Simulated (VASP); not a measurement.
# MnHg (Pm-3m) in VASP: further runs, part 2 of 2

VASP 6.6.1. The steps go on from the part before.

## Step 3: Single point, PBE, collinear spin, ferromagnetic start

File INCAR:

```
PREC     = Accurate       # precision mode
ENCUT    = 500            # plane-wave cutoff, eV
EDIFF    = 1E-6           # SCF threshold, eV
ISMEAR   = 0              # smearing method
SIGMA    = 0.1            # smearing width, eV
LREAL    = False          # projectors in reciprocal space
LASPH    = True           # aspherical terms in the spheres
NELM     = 200            # most SCF steps
ALGO     = Normal         # electronic algorithm
ISIF     = 2              # what is computed and relaxed
LWAVE    = False          # write WAVECAR
LCHARG   = True           # write CHGCAR
ISPIN    = 2              # spin polarisation
MAGMOM   = 4.13 -0.05     # initial moments
LORBIT   = 11             # projections on sites
LMAXMIX  = 4              # l up to which the mixer works
GGA      = PE             # functional
LELF     = True           # ELF
LVHAR    = True         
NBANDS   = 24             # bands
GGA_COMPAT= False
```

File KPOINTS:

```
regular mesh
0
Gamma
  4 4 4
```

File POSCAR:

```
MnHg
1.0
    3.3150000000      0.0000000000      0.0000000000
    0.0000000000      3.3150000000      0.0000000000
    0.0000000000      0.0000000000      3.3150000000
Mn Hg
1 1
Direct
    0.5000000000      0.5000000000      0.5000000000
    0.0000000000      0.0000000000      0.0000000000
```

Potentials or basis: VASP PAW PBE potentials, release 64 (Mn_pv, Hg).

Launch:

```bash
$ cat potpaw_PBE.64/Mn_pv/POTCAR potpaw_PBE.64/Hg/POTCAR > POTCAR
$ mpirun -np 1 vasp_std > vasp.out
```

OUTCAR:

```text
PREC = Accurate
   ENCUT = 500
   EDIFF = 1E-6
   ISMEAR = 0
   LREAL = False
   LASPH = True
   NELM = 200
   ISIF = 2
   ISPIN = 2
   LORBIT = 11
   GGA = PE

 ion  position               nearest neighbor table
   1  0.500  0.500  0.500-   2 2.87   2 2.87   2 2.87   2 2.87   2 2.87   2 2.87   2 2.87   2 2.87

   2  0.000  0.000  0.000-   1 2.87   1 2.87   1 2.87   1 2.87   1 2.87   1 2.87   1 2.87   1 2.87

  LATTYP: Found a simple cubic cell.
 ALAT       =     3.3150000000

  Lattice vectors:

 A1 = (   3.3150000000,   0.0000000000,   0.0000000000)
 A2 = (   0.0000000000,   3.3150000000,   0.0000000000)
 A3 = (   0.0000000000,   0.0000000000,   3.3150000000)

Analysis of symmetry for initial positions (statically):
=====================================================================
 Subroutine PRICEL returns:
 Original cell was already a primitive cell.

 Routine SETGRP: Setting up the symmetry group for a
 simple cubic supercell.

 Subroutine GETGRP returns: Found 48 space group operations
 (whereof 48 operations were pure point group operations)
 out of a pool of 48 trial point group operations.

The static configuration has the point symmetry O_h .

Analysis of symmetry for dynamics (positions and initial velocities):
=====================================================================
 Subroutine PRICEL returns:
 Original cell was already a primitive cell.

 Routine SETGRP: Setting up the symmetry group for a
 simple cubic supercell.

 Subroutine GETGRP returns: Found 48 space group operations
 (whereof 48 operations were pure point group operations)
 out of a pool of 48 trial point group operations.

The dynamic configuration has the point symmetry O_h .

Analysis of structural, dynamic, and magnetic symmetry:
=====================================================================
 Subroutine PRICEL returns:
 Original cell was already a primitive cell.

 Routine SETGRP: Setting up the symmetry group for a
 simple cubic supercell.

 Subroutine GETGRP returns: Found 48 space group operations
 (whereof 48 operations were pure point group operations)
 out of a pool of 48 trial point group operations.

The overall configuration has the point symmetry O_h .

 Subroutine INISYM returns: Found 48 space group operations
 (whereof 48 operations are pure point group operations),
 and found     1 'primitive' translations

----------------------------------------------------------------------------------------

                                     Primitive cell

  volume of cell :      36.4293

  direct lattice vectors                    reciprocal lattice vectors
     3.315000000  0.000000000  0.000000000     0.301659125  0.000000000  0.000000000
     0.000000000  3.315000000  0.000000000     0.000000000  0.301659125  0.000000000
     0.000000000  0.000000000  3.315000000     0.000000000  0.000000000  0.301659125

  length of vectors
     3.315000000  3.315000000  3.315000000     0.301659125  0.301659125  0.301659125

  position of ions in fractional coordinates (direct lattice)
     0.500000000  0.500000000  0.500000000
     0.000000000  0.000000000  0.000000000

  ion indices of the primitive-cell ions
   primitive index   ion index
                 1           1
                 2           2

[... 49 lines left out ...]
   ICHARG =      2    charge: 1-file 2-atom 10-const
   ISPIN  =      2    spin polarized calculation?
   LNONCOLLINEAR =      F non collinear calculations
   LSORBIT =      F    spin-orbit coupling
   LASPH  =      T    aspherical Exc in radial PAW
   ENCUT  =  500.0 eV  36.75 Ry    6.06 a.u.   6.04  6.04  6.04*2*pi/ulx,y,z
   NELM   =    200;   NELMIN=  2; NELMDL= -5     # of ELM steps
   EDIFF  = 0.1E-05   stopping-criterion for ELM
   LREAL  =      F    real-space projection
   EDIFFG = 0.1E-04   stopping-criterion for IOM
   NSW    =      0    number of steps for IOM
   IBRION =     -1    ionic relax: 0-MD 1-quasi-New 2-CG
   NFREE  =      0    steps in history (QN), initial steepest desc. (CG)
   ISIF   =      2    stress and relaxation
   ISYM   =      2    0-nonsym 1-usesym 2-fastsym
   POTIM  = 0.5000    time-step for ionic-motion
   TEBEG  =    0.0;   TEEND  =   0.0 temperature during run
   PSTRESS=    0.0 pullay stress
   NELECT =      25.0000    total number of electrons
   NUPDOWN=      -1.0000    fix difference up-down
   EMIN   =  10.00;   EMAX   =-10.00  energy-range for DOS
   EFERMI =   0.00;   METHOD = LEGACY
   ISMEAR =     0;   SIGMA  =   0.10  broadening in eV -4-tet -1-fermi 0-gaus
   EFERMI_NEDOS =   21; number of points for ismear=-14 and -15
   IALGO  =     38    algorithm
   IMIX   =      4    mixing-type and parameters
     AMIX     =   0.40;   BMIX     =  1.00
     AMIX_MAG =   1.60;   BMIX_MAG =  1.00
  volume/ion in A,a.u.               =      18.21       122.92
  Fermi-wavevector in a.u.,A,eV,Ry     =   1.444014  2.728790 28.370534  2.085175
  Thomas-Fermi vector in A             =   2.562356
   LORBIT       =     11    0 simple, 1 ext, 2 COOP (PROOUT), +10 PAW based schemes
   GGA     = PE    functional components
   LHFCALC =     F    Hartree Fock is set to
   AEXX    =    0.0000 exact exchange contribution
   IVDW    =     0    specifies the selected vdW correction
   LEPSILON=     F    determine dielectric tensor
   LRPA    =     F    only Hartree local field effects (RPA)
 spin polarized calculation
 Gauss-broadening in eV      SIGMA  =   0.10
  energy-cutoff  :      500.00
  volume of cell :       36.43
 maximum number of plane-waves:       952
   NGX = 13   NGY = 13   NGZ = 13

 number of electron      24.9999960 magnetization       3.7187436

 Free energy of the ion-electron system (eV)
  ---------------------------------------------------
  ext. energy  EPLUGINS =         0.00000000
  ---------------------------------------------------
  free energy    TOTEN  =        -8.50617054 eV

  energy without entropy =       -8.50197298  energy(sigma->0) =       -8.50407176

 E-fermi :   5.4906     XC(G=0): -11.6819

 val. band max:        5.3701636825   @ k =   0.2500   0.2500   0.2500
 cond. band min:       5.5178675576   @ k =   0.5000   0.0000   0.0000
 fundamental gap:      0.1477038751
 Fermi energy:         5.4905505325

 spin component 1

 k-point     1 :       0.0000    0.0000    0.0000
  band No.  band energies     occupation
      1     -44.4291      1.00000
      2     -44.4291      1.00000
      3     -44.4291      1.00000
      4      -4.1047      1.00000
      5      -2.7625      1.00000
      6      -2.7625      1.00000
[... 259 lines left out ...]
     23      32.5031      0.00000
     24      32.5815      0.00000
 Fermi energy:         5.4905505325

 spin component 2

 k-point     1 :       0.0000    0.0000    0.0000
  band No.  band energies     occupation
      1     -40.5180      1.00000
      2     -40.5180      1.00000
      3     -40.5180      1.00000
      4      -3.9428      1.00000
      5      -2.7722      1.00000
      6      -2.7722      1.00000
[... 259 lines left out ...]
     23      32.4126      0.00000
     24      32.4258      0.00000

------------------------ aborting loop because EDIFF is reached ----------------------------------------

  FORCE on cell =-STRESS in cart. coord.  units (eV):
  Direction    XX          YY          ZZ          XY          YZ          ZX
  --------------------------------------------------------------------------------------
  -------------------------------------------------------------------------------------
  Total       -0.1431250     -0.1431250     -0.1431250      0.0000000     -0.0000000     -0.0000000
  in kB       -6.2947069     -6.2947069     -6.2947069      0.0000000     -0.0000000     -0.0000000
  external PRESSURE =      -6.2947069 kB  Pullay stress =       0.0000000 kB

 VOLUME and BASIS-vectors are now :
 -----------------------------------------------------------------------------
  energy-cutoff  :      500.00
  volume of cell :       36.43
      direct lattice vectors                 reciprocal lattice vectors
     3.315000000  0.000000000  0.000000000     0.301659125  0.000000000  0.000000000
     0.000000000  3.315000000  0.000000000     0.000000000  0.301659125  0.000000000
     0.000000000  0.000000000  3.315000000     0.000000000  0.000000000  0.301659125

 POSITION                                       TOTAL-FORCE (eV/Angst)
 -----------------------------------------------------------------------------------
      1.65750      1.65750      1.65750         0.000000      0.000000      0.000000
      0.00000      0.00000      0.00000         0.000000      0.000000      0.000000
 -----------------------------------------------------------------------------------
    total drift:                                0.000000      0.000000     -0.000000

  FREE ENERGIE OF THE ION-ELECTRON SYSTEM (eV)
  ---------------------------------------------------
  free  energy   TOTEN  =        -8.5061705408 eV

  energy  without entropy=       -8.5019729798  energy(sigma->0) =       -8.50407176

 total charge

# of ion       s       p       d       tot
------------------------------------------
    1        0.245   6.165   5.012  11.423
    2        0.802   0.512   9.263  10.577
--------------------------------------------------
tot          1.047   6.677  14.276  22.000

 magnetization (x)

# of ion       s       p       d       tot
------------------------------------------
    1        0.028   0.007   3.666   3.700
    2       -0.055  -0.071   0.042  -0.084
--------------------------------------------------
tot         -0.026  -0.065   3.707   3.616
```

Wall time 30 s (1 thread of Intel Xeon 8259CL, shared host); peak memory 0.15 GiB.

What came out:

| Property | Result |
| --- | --- |
| Free energy | -8.5062 eV |
| Pressure | -0.6 GPa |
| Net moment | 3.72 μB per cell |
| Site moments | Mn +3.70; Hg -0.08 μB |
| Valence electrons inside the program's atomic spheres | Mn 11.42; Hg 10.58 |

Caveat: the k points lie up to 0.47 Å⁻¹ apart; spin-orbit coupling is left out, which moves the levels of the heavy elements.

## Step 4: Single point, PBE, collinear spin, ferromagnetic start

File INCAR:

```
PREC     = Accurate       # precision mode
ENCUT    = 500            # plane-wave cutoff, eV
EDIFF    = 1E-6           # SCF threshold, eV
ISMEAR   = 1              # smearing method
SIGMA    = 0.06802846561497 # smearing width, eV
LREAL    = False          # projectors in reciprocal space
LASPH    = True           # aspherical terms in the spheres
NELM     = 200            # most SCF steps
ALGO     = Normal         # electronic algorithm
ISIF     = 2              # what is computed and relaxed
LWAVE    = False          # write WAVECAR
LCHARG   = False          # write CHGCAR
ISPIN    = 2              # spin polarisation
MAGMOM   = 4.13 0         # initial moments
LORBIT   = 11             # projections on sites
LMAXMIX  = 4              # l up to which the mixer works
GGA      = PE             # functional
NELECT   = 23.0         
NBANDS   = 24             # bands
GGA_COMPAT= False
```

File KPOINTS:

```
Automatic mesh
0
Gamma
  4 4 4
```

POSCAR is that of step 3.

Launch:

```bash
$ cat potpaw_PBE.64/Mn_pv/POTCAR potpaw_PBE.64/Hg/POTCAR > POTCAR
$ mpirun -np 1 vasp_std > vasp.out
```

Wall time 34 s (1 thread of Intel Xeon 8259CL, shared host); peak memory 0.15 GiB.

Results (log left out):

```yaml
Free_energy: -17.8458 eV
Net_moment: 4.56 μB per cell
Site_moments: Mn +4.32; Hg -0.04 μB
Valence_electrons_inside_the_program's_atomic_spheres: Mn 10.84; Hg 10.05
```

Levels at points of the mesh, in eV from the Fermi level:
Spin up:
| k point | band 11 | band 12 | band 13 | band 14 | band 15 | band 16 | band 17 | band 18 |
| --- | --- | --- | --- | --- | --- | --- | --- | --- |
| (0.00, 0.00, 0.00) | -1.99 | -1.39 | -1.39 | -1.39 | 7.61 | 7.61 | 7.61 | 10.93 |
| (0.50, 0.00, 0.00) | -2.24 | -2.00 | -2.00 | -1.66 | -0.49 | 12.60 | 12.60 | 13.21 |
| (0.50, 0.50, 0.00) | -1.44 | -1.32 | -1.32 | 1.19 | 1.19 | 2.34 | 5.13 | 14.39 |
| (0.50, 0.50, 0.50) | -2.58 | -1.42 | -1.42 | 3.24 | 6.44 | 6.44 | 6.44 | 6.67 |
Spin down:
| k point | band 5 | band 6 | band 7 | band 8 | band 9 | band 10 | band 11 | band 12 | band 13 | band 14 |
| --- | --- | --- | --- | --- | --- | --- | --- | --- | --- | --- |
| (0.00, 0.00, 0.00) | -5.44 | -5.44 | -4.36 | -4.36 | -4.36 | 1.97 | 1.97 | 2.83 | 2.83 | 2.83 |
| (0.50, 0.00, 0.00) | -5.22 | -4.69 | -4.69 | -4.26 | -2.14 | -1.44 | 1.68 | 2.04 | 2.04 | 2.66 |
| (0.50, 0.50, 0.00) | -5.21 | -4.77 | -4.77 | -3.79 | -0.89 | 1.71 | 1.71 | 2.20 | 2.73 | 2.73 |
| (0.50, 0.50, 0.50) | -5.28 | -5.28 | -3.77 | -3.77 | 0.66 | 0.66 | 0.66 | 3.13 | 3.13 | 3.13 |

Caveat: the k points lie up to 0.47 Å⁻¹ apart; the cell carries a net charge on a neutralising background, which shifts energy and pressure; the cell is charged against a uniform background, so pressure and absolute levels hang on convention; spin-orbit coupling is left out, which moves the levels of the heavy elements.
